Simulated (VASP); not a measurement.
The system is PtS2.

```xyz
3
Lattice="3.5526 0.0000 0.0000 -1.7763 3.0767 0.0000 0.0000 0.0000 5.1227" Properties=species:S:1:pos:R:3 pbc="T T T"
Pt    0.0000    0.0000    0.0000
S     0.0000    2.0511    1.2257
S     1.7763    1.0256    3.8971
```

Base run:

| Quantity | Value |
| --- | --- |
| Program | VASP 6.6.1 |
| Functional | PBE |
| Potentials or basis | VASP PAW PBE potentials, release 64 (Pt_sv_GW, S) |
| Cutoff | 570 eV |
| k mesh | 6 × 6 × 4 |
| Occupations | fermi-dirac, width 0.05 eV |
| Spin | no spin polarisation |

Its results: band gap on the k mesh 0.85 eV (least direct gap 1.42 eV); pressure 2.9 GPa; largest force 0.040 eV/Å.

The run is repeated on the same cell with these changes: occupations from fermi-dirac, width 0.05 eV to fermi-dirac, width 0.5 eV. What comes out?

Band gap on the k mesh 0.89 eV (least direct gap 1.45 eV); pressure 4.8 GPa; largest force 0.340 eV/Å.

Caveats: spin-orbit coupling is left out, which moves the levels of the heavy elements; the cell stands under pressure (at least some runs); so wide a smearing shifts energies and pressures (at least some runs).

A k mesh can miss the band edges.
